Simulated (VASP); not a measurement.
Set up this calculation in VASP 6.6.1, as the native input.

* Task: single point
* Functional: PBE
* Potentials or basis: VASP PAW PBE potentials, release 64 (Ta_pv, Si, Ge_d)
* Cutoff: 520 eV
* k mesh: 14 × 14 × 4
* Occupations: gaussian, width 0.1 eV
* Spin: no spin polarisation
* Dipole correction: no
* Further INCAR settings: ALGO = Normal; EDIFF = 1e-06; NBANDS = 30

The structure of Ta2Si2Ge lies in POSCAR:

```
Ta2Si2Ge
1.0
    2.4475799035     -1.6548094173      0.0301376796
    2.4475799035      1.6548094173      0.0301376796
   -1.2546317802      0.0000000000     10.3610234304
Ta Si Ge
2 2 1
Direct
    0.4790759410      0.4790759410      0.7032002426
    0.3787914759      0.3787914759      0.2971808167
    0.9705670292      0.9705670292      0.1122592671
    0.8872537393      0.8872537393      0.8878565921
    0.7883194012      0.7883194012      0.4995030816
```

The input as run:

INCAR

```
SYSTEM = Ta2Si2Ge
PREC = Accurate
ENCUT = 520
EDIFF = 1E-6
ISMEAR = 0
SIGMA = 0.1
LREAL = .FALSE.
LASPH = .TRUE.
NELM = 100
ALGO = Normal
ISIF = 2
LWAVE = .FALSE.
LCHARG = .FALSE.
GGA = PE
NBANDS = 30
```

KPOINTS

```
Automatic mesh
0
G
  14 14 4
  0 0 0
```

Potentials or basis: VASP PAW PBE potentials, release 64 (Ta_pv, Si, Ge_d).

Run with:

```sh
$ cat potpaw_PBE.64/Ta_pv/POTCAR potpaw_PBE.64/Si/POTCAR potpaw_PBE.64/Ge_d/POTCAR > POTCAR
$ mpirun -np 1 vasp_std > vasp.out
```

Results of the run:

```
Pressure               : 0.1 GPa
Largest force          : 0.016 eV/Å
Band gap on the k mesh : zero (bands 22 and 23 overlap by 2.29 eV)
```

Caveat: spin-orbit coupling is left out, which moves the levels of the heavy elements.

Wall time 5.3 min on 1 thread of Intel(R) Xeon(R) Platinum 8375C CPU @ 2.90GHz (Ice Lake) (shared host), peak memory 0.6 GiB.
